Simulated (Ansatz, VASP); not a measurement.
## Two plane-wave programs on Li3TiO3

```xyz
7
Lattice="4.0522 0.0000 0.0000 0.0000 4.0522 0.0000 0.0000 0.0000 4.0522" Properties=species:S:1:pos:R:3 pbc="T T T"
Li    0.0000    2.0261    2.0261
Li    2.0261    0.0000    2.0261
Li    2.0261    2.0261    0.0000
Ti    0.0000    0.0000    0.0000
O     2.0261    0.0000    0.0000
O     0.0000    2.0261    0.0000
O     0.0000    0.0000    2.0261
```

Alike in both runs: functional PBE; k mesh 8 × 8 × 8; occupations gaussian, width 0.1 eV; collinear spin.

Ansatz relaxed the structure, and its values are those at the end. VASP's run is a single point on that final structure, the one shown.

|  | VASP | Ansatz |
| --- | --- | --- |
| version | VASP 6.6.1 | Ansatz 0.2.0 |
| potentials or method | VASP PAW PBE potentials, release 64 (Li_sv, Ti_sv, O), cutoff 520 eV | scalar-relativistic, plane waves, PAW |
| valence electrons in the cell | 39 | 39 |

|  | VASP | Ansatz | Ansatz less VASP |
| --- | --- | --- | --- |
| gap on the k mesh at the Fermi level (eV) | none | none | - |
| net moment per atom (μB) | 0.00 | 0.00 | -0.001 |

A gap of «none» marks a metal or a gap that the smearing closes. Ansatz's warnings: seeded moment not kept.

Noted on VASP's run: the cutoff is short for stress, so the pressure is rough.
